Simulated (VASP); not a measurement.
Write the native input for VASP 6.6.1 that does the following.

```yaml
Task: single point
Functional: PBEsol
Potentials_or_basis: VASP PAW PBE potentials, release 64 (Mo_sv)
Cutoff: 520 eV
k_mesh: 14 × 14 × 13
Occupations: fermi-dirac, width 0.05 eV
Spin: no spin polarisation
Dipole_correction: no
Further_INCAR_settings: ALGO = Normal; EDIFF = 1e-06; NBANDS = 13
```

The structure of Mo lies in POSCAR:

```
Mo
1.0
    2.7355100000      0.0000000000      0.0000000000
   -1.3677550000      2.3690210000      0.0000000000
    0.0000000000      0.0000000000      2.5551810000
Mo
1
Direct
    0.0000000000      0.0000000000      0.5000000000
```

The input as run:

INCAR

```
SYSTEM = Mo
PREC     = Accurate       ! precision mode
ENCUT    = 520            ! plane-wave cutoff, eV
EDIFF    = 1E-6           ! SCF threshold, eV
ISMEAR   = -1             ! smearing method
SIGMA    = 0.05           ! smearing width, eV
LREAL    = .FALSE.        ! projectors in reciprocal space
LASPH    = .TRUE.         ! aspherical terms in the spheres
NELM     = 60             ! most SCF steps
ALGO     = Normal         ! electronic algorithm
ISIF     = 2              ! what is computed and relaxed
LWAVE    = .FALSE.        ! write WAVECAR
LCHARG   = .FALSE.        ! write CHGCAR
GGA      = PS             ! functional
NBANDS   = 13             ! bands
```

KPOINTS

```
regular mesh
0
G
  14 14 13
  0 0 0
```

Potentials or basis: VASP PAW PBE potentials, release 64 (Mo_sv).

Launch:

```bash
$ cat potpaw_PBE.64/Mo_sv/POTCAR > POTCAR
$ mpirun -np 1 vasp_std > vasp.out
```

It gave:

| Item | Value |
| --- | --- |
| Pressure | -3.0 GPa |
| Band gap on the k mesh | zero (band 7 reaches 12.41 eV, above the bottom of band 8 at 10.52 eV) |

Caveat: the PAW data sets were made with another functional, which shifts forces and pressure a little.

Run time: 20 s on 1 thread of Intel(R) Xeon(R) Platinum 8375C CPU @ 2.90GHz (Ice Lake), with other jobs on the host, peak memory 0.14 GiB.
